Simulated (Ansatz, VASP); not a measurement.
Given: the input of a run of Ansatz 0.2.0 on TaSi2.

Contents of input.yaml:

```yaml
crystal:
  lattice:
    - [4.7839, 0.0, 0.0]
    - [-2.39195, 4.1429789292, 0.0]
    - [0.0, 0.0, 6.57]
  atoms:
    - { symbol: Ta, position: [0.0, 0.5, 0.3333333333] }
    - { symbol: Ta, position: [0.5, 0.5, 0.6666666667] }
    - { symbol: Ta, position: [0.5, 0.0, 0.0] }
    - { symbol: Si, position: [0.31794, 0.15897, 0.3333333333] }
    - { symbol: Si, position: [0.15897, 0.84103, 0.6666666667] }
    - { symbol: Si, position: [0.84103, 0.68206, 0.0] }
    - { symbol: Si, position: [0.68206, 0.84103, 0.3333333333] }
    - { symbol: Si, position: [0.84103, 0.15897, 0.6666666667] }
    - { symbol: Si, position: [0.15897, 0.31794, 0.0] }
hamiltonian:
  xc: blyp
  pseudopotentials: { kind: paw }
  dispersion: d3bj
kpoints:
  mp_grid: { grid: [5, 5, 3] }
scf:
  occupations: { method: fermi_dirac, width: 0.05 }
output:
  forces: true
  stress: true
  eigenvalues: true
relax:
  f_tol: 0.01
  max_steps: 40
  cell: { stress_tol: 0.05 }
```

Potentials or basis: Ansatz PAW.

The run is started by

```console
$ ansatz run input.yaml --threads 4 --pin off --max-ram 11264MiB --backend cpu --events-out ev --progress --plain --runs-dir out
```

Q: Translate it to VASP 6.6.1. Potentials there: VASP PAW PBE potentials, release 64 (Ta_pv, Si).

A: As run (the cutoff follows the program's own potentials):

File INCAR:

```
PREC = Accurate ; ENCUT = 600
EDIFF = 1E-7 ; ISMEAR = -1
SIGMA = 0.05 ; LREAL = False
LASPH = True ; NELM = 60
ALGO = Normal ; ISIF = 3
LWAVE = False ; LCHARG = False
GGA = B5 ; ALDAX = 1.0
AGGAX = 1.0 ; AGGAC = 1.0
ALDAC = 0.0 ; IVDW = 12
VDW_S6 = 1.0 ; VDW_S8 = 2.6996
VDW_A1 = 0.4298 ; VDW_A2 = 4.2359
IBRION = 2 ; NSW = 60
EDIFFG = -0.01
```

File KPOINTS:

```
Automatic mesh
0
Gamma
  5 5 3
```

Contents of POSCAR:

```
TaSi2
1.0
    4.7839000000      0.0000000000      0.0000000000
   -2.3919500000      4.1429789292      0.0000000000
    0.0000000000      0.0000000000      6.5700000000
Ta Si
3 6
Direct
    0.0000000000      0.5000000000      0.3333333333
    0.5000000000      0.5000000000      0.6666666667
    0.5000000000      0.0000000000      0.0000000000
    0.3179400000      0.1589700000      0.3333333333
    0.1589700000      0.8410300000      0.6666666667
    0.8410300000      0.6820600000      0.0000000000
    0.6820600000      0.8410300000      0.3333333333
    0.8410300000      0.1589700000      0.6666666667
    0.1589700000      0.3179400000      0.0000000000
```

Potentials or basis: VASP PAW PBE potentials, release 64 (Ta_pv, Si).

Launch:

```sh
$ cat potpaw_PBE.64/Ta_pv/POTCAR potpaw_PBE.64/Si/POTCAR > POTCAR
$ mpirun -np 1 vasp_std > vasp.out
```

Both were run:

|  | VASP | Ansatz | Ansatz less VASP |
| --- | --- | --- | --- |
| gap on the k mesh at the Fermi level, each at its own relaxed structure (eV) | none | none | - |
| relaxed volume (Å³/atom) | 14.24 | 14.15 | -0.087 |
| relaxed cell length with the largest relative difference (Å) | 4.769 | 4.759 | -0.0103 |

VASP's potentials were made for PBE, not for BLYP. A gap of «none» marks a metal or a gap that the smearing closes. VASP's potentials hold 57 valence electrons a cell and Ansatz's 63, so a difference there can come from the potentials and not from the codes.

Spin-orbit coupling is off throughout. Noted on Ansatz's run: the plane-wave basis is chosen anew once the cell has moved, so the energies of steps on either side of that aren't comparable.
